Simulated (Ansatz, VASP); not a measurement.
# NaI: VASP beside Ansatz

```
Na I
1.0
     0.11385    3.65705    3.65705
     3.65705    0.11385    3.65705
     3.65705    3.65705    0.11385
Na I
1 1
Direct
  0.00317 0.00317 0.00317
  0.24683 0.24683 0.24683
```

Change from the starting cell: shear_111 strain +4.8%.

Alike in both runs: task single point; functional HSE06; k mesh 4 × 4 × 4; no spin polarisation.

|  | VASP | Ansatz |
| --- | --- | --- |
| version | VASP 6.6.1 | Ansatz 0.2.0 |
| potentials or method | VASP PAW PBE potentials, release 64 (Na_pv, I) | plane waves, PAW |
| plane-wave cutoff (eV) | 520 | 420 |
| occupations | gaussian, width 0.01 eV | fixed |
| valence electrons in the cell | 14 | 26 |

VASP gave:

| Property | Result |
| --- | --- |
| gap on the k mesh at the Fermi level (eV) | 4.66 |
| pressure (GPa) | -0.3 |
| traceless stress, the component that is largest in VASP (GPa) | -0.12 |

Which values does Ansatz return?

gap on the k mesh at the Fermi level (eV): 4.67; pressure (GPa): -0.3; traceless stress, the component that is largest in VASP (GPa): -0.12.

VASP's potentials hold 14 valence electrons a cell and Ansatz's 26, so a difference there can come from the potentials and not from the codes. Ansatz's warnings: stress exchange threshold loose, stress scf threshold loose.

Spin-orbit coupling is off throughout.
